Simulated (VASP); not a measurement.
# TiO (P6_3/mmc) in VASP: notebook

Aim: see how the results for TiO move with the level of theory and the settings. Levels: PBEsol, PBEsol+D3(BJ), PBEsol+D4. Tasks: single point.

All numbers are computed with VASP 6.6.1; they aren't measurements. Logs are shortened: lines on timing, memory, paths and dates and some standing lists are left out, and cuts for length are marked.

## 1. The cell of the first run

The structure is hexagonal, space group P6_3/mmc (No. 194). The conventional cell has a = 2.852 Å, b = 2.852 Å, c = 5.568 Å, α = 90.00°, β = 90.00°, γ = 120.00°. Ti (site symmetry -6m2) has 6 O at 2.16 Å and 6 Ti at 2.85 Å within 2.9 Å. Within 2.9 Å of O (site symmetry -3m) lie 6 Ti at 2.16 Å and 8 O at 2.78 to 2.85 Å.

## 2. Single point, PBEsol

The input, INCAR:

```
SYSTEM = TiO
ALGO     = Normal         ! electronic algorithm
EDIFF    = 1E-7           ! SCF threshold, eV
ENCUT    = 520            ! plane-wave cutoff, eV
GGA      = PS             ! functional
ISIF     = 2              ! what is computed and relaxed
ISMEAR   = 0              ! smearing method
LASPH    = .TRUE.         ! aspherical terms in the spheres
LCHARG   = .FALSE.        ! write CHGCAR
LREAL    = .FALSE.        ! projectors in reciprocal space
LWAVE    = .FALSE.        ! write WAVECAR
NBANDS   = 26             ! bands
NELM     = 60             ! most SCF steps
PREC     = Accurate       ! precision mode
SIGMA    = 0.1            ! smearing width, eV
```

The input, KPOINTS:

```
k-points
0
G
  18 18 8
  0 0 0
```

The input, POSCAR:

```
TiO
1.0
    2.8516080131      0.0000000000      0.0000000000
   -1.4258040066      2.4695649810      0.0000000000
    0.0000000000      0.0000000000      5.5675030000
Ti O
2 2
Direct
    0.3333333300      0.6666666700      0.2500000000
    0.6666666700      0.3333333300      0.7500000000
    0.0000000000      0.0000000000      0.0000000000
    0.0000000000      0.0000000000      0.5000000000
```

Potentials or basis: VASP PAW PBE potentials, release 64 (Ti_sv, O).

Run with:

```
$ cat potpaw_PBE.64/Ti_sv/POTCAR potpaw_PBE.64/O/POTCAR > POTCAR
$ mpirun -np 1 vasp_std > vasp.out
```

OUTCAR:

```text
SYSTEM = TiO
   EDIFF = 1E-7
   ENCUT = 520
   GGA = PS
   ISIF = 2
   ISMEAR = 0
   LASPH = .TRUE.
   LREAL = .FALSE.
   NELM = 60
   PREC = Accurate

 ion  position               nearest neighbor table
   1  0.333  0.667  0.250-   3 2.16   4 2.16   3 2.16   4 2.16   3 2.16   4 2.16
   2  0.667  0.333  0.750-   3 2.16   4 2.16   3 2.16   4 2.16   3 2.16   4 2.16
   3  0.000  0.000  0.000-   1 2.16   2 2.16   2 2.16   1 2.16   2 2.16   1 2.16
   4  0.000  0.000  0.500-   1 2.16   2 2.16   2 2.16   1 2.16   2 2.16   1 2.16

  LATTYP: Found a hexagonal cell.
 ALAT       =     2.8516080131
 C/A-ratio  =     1.9524082463

  Lattice vectors:

 A1 = (   2.8516080131,   0.0000000000,   0.0000000000)
 A2 = (  -1.4258040066,   2.4695649810,   0.0000000000)
 A3 = (   0.0000000000,   0.0000000000,   5.5675030000)

Analysis of symmetry for initial positions (statically):
=====================================================================
 Subroutine PRICEL returns:
 Original cell was already a primitive cell.

 Routine SETGRP: Setting up the symmetry group for a
 hexagonal supercell.

 Subroutine GETGRP returns: Found 24 space group operations
 (whereof 12 operations were pure point group operations)
 out of a pool of 24 trial point group operations.

The static configuration has the point symmetry D_3d.
 The point group associated with its full space group is D_6h.

Analysis of symmetry for dynamics (positions and initial velocities):
=====================================================================
 Subroutine PRICEL returns:
 Original cell was already a primitive cell.

 Routine SETGRP: Setting up the symmetry group for a
 hexagonal supercell.

 Subroutine GETGRP returns: Found 24 space group operations
 (whereof 12 operations were pure point group operations)
 out of a pool of 24 trial point group operations.

The dynamic configuration has the point symmetry D_3d.
 The point group associated with its full space group is D_6h.

 Subroutine INISYM returns: Found 24 space group operations
 (whereof 12 operations are pure point group operations),
 and found     1 'primitive' translations

----------------------------------------------------------------------------------------

                                     Primitive cell

[... 86 lines left out ...]
   ISTART =      0    job   : 0-new  1-cont  2-samecut
   ICHARG =      2    charge: 1-file 2-atom 10-const
   ISPIN  =      1    spin polarized calculation?
   LNONCOLLINEAR =      F non collinear calculations
   LSORBIT =      F    spin-orbit coupling
   LASPH  =      T    aspherical Exc in radial PAW
   ENCUT  =  520.0 eV  38.22 Ry    6.18 a.u.   5.30  5.30 10.35*2*pi/ulx,y,z
   NELM   =     60;   NELMIN=  2; NELMDL= -5     # of ELM steps
   EDIFF  = 0.1E-06   stopping-criterion for ELM
   LREAL  =      F    real-space projection
   EDIFFG = 0.1E-05   stopping-criterion for IOM
   NSW    =      0    number of steps for IOM
   IBRION =     -1    ionic relax: 0-MD 1-quasi-New 2-CG
   NFREE  =      0    steps in history (QN), initial steepest desc. (CG)
   ISIF   =      2    stress and relaxation
   ISYM   =      2    0-nonsym 1-usesym 2-fastsym
   POTIM  = 0.5000    time-step for ionic-motion
   TEBEG  =    0.0;   TEEND  =   0.0 temperature during run
   PSTRESS=    0.0 pullay stress
   NELECT =      36.0000    total number of electrons
   NUPDOWN=      -1.0000    fix difference up-down
   EMIN   =  10.00;   EMAX   =-10.00  energy-range for DOS
   EFERMI =   0.00;   METHOD = LEGACY
   ISMEAR =     0;   SIGMA  =   0.10  broadening in eV -4-tet -1-fermi 0-gaus
   EFERMI_NEDOS =   21; number of points for ismear=-14 and -15
   IALGO  =     38    algorithm
   IMIX   =      4    mixing-type and parameters
     AMIX     =   0.40;   BMIX     =  1.00
     AMIX_MAG =   1.60;   BMIX_MAG =  1.00
  volume/ion in A,a.u.               =       9.80        66.15
  Fermi-wavevector in a.u.,A,eV,Ry     =   1.591178  3.006890 34.447873  2.531847
  Thomas-Fermi vector in A             =   2.689758
   LORBIT       =      0    0 simple, 1 ext, 2 COOP (PROOUT), +10 PAW based schemes
   GGA     = PS    functional components
   LHFCALC =     F    Hartree Fock is set to
   AEXX    =    0.0000 exact exchange contribution
   IVDW    =     0    specifies the selected vdW correction
   LEPSILON=     F    determine dielectric tensor
   LRPA    =     F    only Hartree local field effects (RPA)
 non-spin polarized calculation
 Gauss-broadening in eV      SIGMA  =   0.10
  energy-cutoff  :      520.00
  volume of cell :       39.21
 maximum number of plane-waves:      1072
 NGX is ok and might be reduce to    24
   NGX = 11   NGY = 11   NGZ = 21

 number of electron      35.9999992 magnetization

 Free energy of the ion-electron system (eV)
  ---------------------------------------------------
  ext. energy  EPLUGINS =         0.00000000
  ---------------------------------------------------
  free energy    TOTEN  =       -37.35638558 eV

  energy without entropy =      -37.35271309  energy(sigma->0) =      -37.35454933

 E-fermi :  11.2106     XC(G=0): -13.0287

 val. band max:       11.1942810244   @ k =   0.0556   0.0556   0.0000
 cond. band min:      11.2139925881   @ k =   0.0000   0.0000   0.1250
 fundamental gap:      0.0197115637
 Fermi energy:        11.2106315489

 k-point     1 :       0.0000    0.0000    0.0000
  band No.  band energies     occupation
      1     -46.4145      2.00000
      2     -46.3699      2.00000
      3     -23.2711      2.00000
      4     -22.7877      2.00000
      5     -22.3748      2.00000
      6     -22.3748      2.00000
[... 685 lines left out ...]
     25      14.4382      0.00000
     26      14.6149      0.00000

 [... further k-points ...]
[... 5 lines left out ...]
  --------------------------------------------------------------------------------------
  -------------------------------------------------------------------------------------
  Total       -2.0686077     -2.0686077     -2.7177032      0.0000000      0.0000000     -0.0000000
  in kB      -84.5313821    -84.5313821   -111.0559590      0.0000000      0.0000000     -0.0000000
  external PRESSURE =     -93.3729077 kB  Pullay stress =       0.0000000 kB

 VOLUME and BASIS-vectors are now :
 -----------------------------------------------------------------------------
  energy-cutoff  :      520.00
  volume of cell :       39.21
      direct lattice vectors                 reciprocal lattice vectors
     2.851608013  0.000000000  0.000000000     0.350679334  0.202464808  0.000000000
    -1.425804007  2.469564981  0.000000000     0.000000000  0.404929616  0.000000000
     0.000000000  0.000000000  5.567503000     0.000000000  0.000000000  0.179613733

 POSITION                                       TOTAL-FORCE (eV/Angst)
 -----------------------------------------------------------------------------------
     -0.00000      1.64638      1.39188         0.000000      0.000000      0.000000
      1.42580      0.82319      4.17563        -0.000000      0.000000      0.000000
      0.00000      0.00000      0.00000         0.000000      0.000000      0.000000
      0.00000      0.00000      2.78375         0.000000      0.000000      0.000000
 -----------------------------------------------------------------------------------
    total drift:                               -0.000015      0.000008     -0.000000

  FREE ENERGIE OF THE ION-ELECTRON SYSTEM (eV)
  ---------------------------------------------------
  free  energy   TOTEN  =       -37.3563855790 eV

  energy  without entropy=      -37.3527130877  energy(sigma->0) =      -37.35454933
```

stdout:

```text
POSCAR found type information on POSCAR TiO
 POSCAR found :  2 types and       4 ions
 scaLAPACK will be used
 -----------------------------------------------------------------------------
|                                                                             |
|                                                                             |
|     You enforced a specific xc type in the INCAR file but a different       |
|     I HOPE YOU KNOW WHAT YOU ARE DOING!                                     |
|                                                                             |
 -----------------------------------------------------------------------------

 LDA part: xc-table for (Slater+PW92), standard interpolation
 POSCAR, INCAR and KPOINTS ok, starting setup
 FFT: planning ... GRIDC
 FFT: planning ... GRID_SOFT
 FFT: planning ... GRID
 WAVECAR not read
 entering main loop
```

Wall time 2.2 min (1 thread of Intel Xeon Platinum 8259CL at 2.50GHz (Skylake/Cascade Lake), shared host); peak memory 0.28 GiB.

Results:

* Free energy: -37.3564 eV
* Pressure: -9.3 GPa
* Band gap on the k mesh: zero (band 18 reaches 11.19 eV, above the bottom of band 19 at 10.99 eV)

Stress tensor (GPa, compression positive):
```
 -8.45   0.00   0.00
  0.00  -8.45   0.00
  0.00   0.00 -11.11
```

Caveat: the PAW data sets were made with another functional, which shifts forces and pressure a little; semilocal functionals often make such compounds metallic where correlation or magnetic order opens a gap, which also shifts bond lengths.

## 3. Single point, PBEsol+D3(BJ)

This run uses another cell than the first one, of 9.14 Å³/atom, 0.932 times its volume.

The input, INCAR:

```
PREC = Accurate
ENCUT = 520
EDIFF = 1E-6
ISMEAR = 0
SIGMA = 0.1
LREAL = F
LASPH = T
NELM = 100
ALGO = Normal
ISIF = 2
LWAVE = F
LCHARG = F
GGA = PS
IVDW = 12
NBANDS = 26
```

The input, KPOINTS:

```
Automatic mesh
0
Gamma
  18 18 8
```

The input, POSCAR:

```
TiO
1.0
    2.7935507922      0.0000000000      0.0000000000
   -1.3967753961      2.4192859528      0.0000000000
    0.0000000000      0.0000000000      5.4081359081
Ti O
2 2
Direct
    0.3333333333      0.6666666667      0.2500000000
    0.6666666667      0.3333333333      0.7500000000
    0.0000000000      0.0000000000      0.0000000000
    0.0000000000      0.0000000000      0.5000000000
```

Potentials or basis: VASP PAW PBE potentials, release 64 (Ti_sv, O).

Run with:

```
$ cat potpaw_PBE.64/Ti_sv/POTCAR potpaw_PBE.64/O/POTCAR > POTCAR
$ mpirun -np 1 vasp_std > vasp.out
```

OUTCAR:

```text
PREC = Accurate
   ENCUT = 520
   EDIFF = 1E-6
   ISMEAR = 0
   LREAL = F
   LASPH = T
   NELM = 100
   ISIF = 2
   GGA = PS
   IVDW = 12
 IVDW          = 12

 ion  position               nearest neighbor table
   1  0.333  0.667  0.250-   3 2.10   4 2.10   3 2.10   4 2.10   3 2.10   4 2.10
   2  0.667  0.333  0.750-   3 2.10   4 2.10   3 2.10   4 2.10   3 2.10   4 2.10
   3  0.000  0.000  0.000-   1 2.10   2 2.10   1 2.10   2 2.10   2 2.10   1 2.10
   4  0.000  0.000  0.500-   1 2.10   2 2.10   1 2.10   2 2.10   2 2.10   1 2.10

  LATTYP: Found a hexagonal cell.
 ALAT       =     2.7935507922
 C/A-ratio  =     1.9359361295

  Lattice vectors:

 A1 = (   2.7935507922,   0.0000000000,   0.0000000000)
 A2 = (  -1.3967753961,   2.4192859528,   0.0000000000)
 A3 = (   0.0000000000,   0.0000000000,   5.4081359081)

Analysis of symmetry for initial positions (statically):
=====================================================================
 Subroutine PRICEL returns:
 Original cell was already a primitive cell.

 Routine SETGRP: Setting up the symmetry group for a
 hexagonal supercell.

 Subroutine GETGRP returns: Found 24 space group operations
[... 171 lines left out ...]

 E-fermi :  12.2586     XC(G=0): -13.4326

 val. band max:       12.2562737655   @ k =   0.3889   0.1667   0.0000
 cond. band min:      12.2746228622   @ k =   0.4444   0.0556   0.0000
 fundamental gap:      0.0183490968
 Fermi energy:        12.2586046040

 k-point     1 :       0.0000    0.0000    0.0000
  band No.  band energies     occupation
      1     -45.3455      2.00000
      2     -45.2800      2.00000
      3     -22.3551      2.00000
      4     -21.6900      2.00000
      5     -21.2388      2.00000
      6     -21.2388      2.00000
[... 685 lines left out ...]
     25      15.8054      0.00000
     26      15.9873      0.00000

 [... further k-points ...]

------------------------ aborting loop because EDIFF is reached ----------------------------------------

 Edisp (eV)   -1.61987

 E8    (eV) :    -1.0665

  FORCE on cell =-STRESS in cart. coord.  units (eV):
  Direction    XX          YY          ZZ          XY          YZ          ZX
  --------------------------------------------------------------------------------------
  -------------------------------------------------------------------------------------
  Total       0.17955     0.17955     0.22297     0.00000     0.00000    -0.00000
  in kB       7.87045     7.87045     9.77399     0.00000     0.00000    -0.00000
  external pressure =        8.50 kB  Pullay stress =        0.00 kB

 VOLUME and BASIS-vectors are now :
 -----------------------------------------------------------------------------
  energy-cutoff  :      520.00
  volume of cell :       36.55
      direct lattice vectors                 reciprocal lattice vectors
     2.793550792  0.000000000  0.000000000     0.357967359  0.206672551  0.000000000
    -1.396775396  2.419285953  0.000000000     0.000000000  0.413345102  0.000000000
     0.000000000  0.000000000  5.408135908     0.000000000  0.000000000  0.184906596

 POSITION                                       TOTAL-FORCE (eV/Angst)
 -----------------------------------------------------------------------------------
     -0.00000      1.61286      1.35203         0.000000      0.000000      0.000000
      1.39678      0.80643      4.05610        -0.000000      0.000000      0.000000
      0.00000      0.00000      0.00000         0.000000      0.000000      0.000000
      0.00000      0.00000      2.70407         0.000000      0.000000      0.000000
 -----------------------------------------------------------------------------------
    total drift:                               -0.000000      0.000000     -0.000000

  FREE ENERGIE OF THE ION-ELECTRON SYSTEM (eV)
  ---------------------------------------------------
  free  energy   TOTEN  =       -38.9934625619 eV

  energy  without entropy=      -38.9893274079  energy(sigma->0) =      -38.99139498
```

OSZICAR:

```text
N       E                     dE             d eps       ncg     rms          rms(c)
DAV:   1     0.443162861957E+03    0.44316E+03   -0.18270E+04  9652   0.177E+03
DAV:   2     0.135348696749E+02   -0.42963E+03   -0.41264E+03  9924   0.503E+02
DAV:   3    -0.390970476738E+02   -0.52632E+02   -0.51545E+02 13304   0.164E+02
DAV:   4    -0.430155082949E+02   -0.39185E+01   -0.38939E+01 13720   0.382E+01
DAV:   5    -0.431189302359E+02   -0.10342E+00   -0.10339E+00 12636   0.573E+00    0.227E+01
DAV:   6    -0.375409514324E+02    0.55780E+01   -0.28315E+01 13162   0.556E+01    0.740E+00
DAV:   7    -0.374012579428E+02    0.13969E+00   -0.24655E+00 11200   0.144E+01    0.610E+00
DAV:   8    -0.374428331388E+02   -0.41575E-01   -0.10931E+00 11440   0.775E+00    0.379E+00
DAV:   9    -0.373709969720E+02    0.71836E-01   -0.35526E-01 10410   0.443E+00    0.804E-01
DAV:  10    -0.373743756584E+02   -0.33787E-02   -0.18305E-02 13326   0.116E+00    0.401E-01
DAV:  11    -0.373735998931E+02    0.77577E-03   -0.39345E-03 10496   0.475E-01    0.485E-02
DAV:  12    -0.373735922996E+02    0.75934E-05   -0.20385E-04 12202   0.118E-01    0.281E-02
DAV:  13    -0.373735887567E+02    0.35430E-05   -0.10755E-05 11904   0.240E-02    0.109E-02
DAV:  14    -0.373735884108E+02    0.34582E-06   -0.22008E-06  7978   0.120E-02
   1 F= -.38993463E+02 E0= -.38991395E+02  d E =-.413515E-02
```

It took 1.7 min on 1 thread of AMD EPYC 9R45 (Zen 5), shared host; peak memory 0.25 GiB.

What came out:

| Property | Result |
| --- | --- |
| Free energy | -38.9935 eV |
| Pressure | 0.9 GPa |
| Band gap on the k mesh | zero (band 18 reaches 12.28 eV, above the bottom of band 19 at 11.95 eV) |
| Dispersion energy per atom | -0.405 eV |

Caveat: the PAW data sets were made with another functional, which shifts forces and pressure a little; semilocal functionals often make such compounds metallic where correlation or magnetic order opens a gap, which also shifts bond lengths; pairwise dispersion overbinds metals, which lowers pressure and volume.

(Continued in part 2 of 2.)
